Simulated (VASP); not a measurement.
Input of a VASP 6.6.1 run:

INCAR

```
PREC     = Accurate       # precision mode
ENCUT    = 520            # plane-wave cutoff, eV
EDIFF    = 1E-6           # SCF threshold, eV
ISMEAR   = 0              # smearing method
SIGMA    = 0.1            # smearing width, eV
LREAL    = False          # projectors in reciprocal space
LASPH    = True           # aspherical terms in the spheres
NELM     = 80             # most SCF steps
ALGO     = Normal         # electronic algorithm
ISIF     = 2              # what is computed and relaxed
LWAVE    = False          # write WAVECAR
LCHARG   = False          # write CHGCAR
GGA      = PE             # functional
IVDW     = 12             # dispersion correction
NBANDS   = 16             # bands
```

Contents of KPOINTS:

```
Automatic mesh
0
Gamma
  15 15 15
```

POSCAR

```
RbAs2
1.0
    2.0666526477      1.1931824625      6.2177170603
   -2.0666526477      1.1931824625      6.2177170603
    0.0000000000     -2.3863649249      6.2177170603
Rb As
1 2
Direct
    0.0000000000      0.0000000000      0.0000000000
    0.8071395640      0.8071395640      0.8071395640
    0.1928604360      0.1928604360      0.1928604360
```

Potentials or basis: VASP PAW PBE potentials, release 64 (Rb_sv, As).

Run with:

```bash
$ cat potpaw_PBE.64/Rb_sv/POTCAR potpaw_PBE.64/As/POTCAR > POTCAR
$ mpirun -np 1 vasp_std > vasp.out
```

Task: Predict the dispersion energy per atom.

Result: -0.295 eV.

Task: Estimate the pressure.

Result: 0.1 GPa.

Task: Predict the largest force.

Result: 0.024 eV/Å.

Task: Estimate the band gap on the k mesh.

Result: Zero (an odd number of electrons rules out a gap without spin polarisation).

Forces on the atoms (eV/Å):
```
Rb   0.000  0.000  0.000
As   0.000  0.000 -0.024
As   0.000  0.000  0.024
```
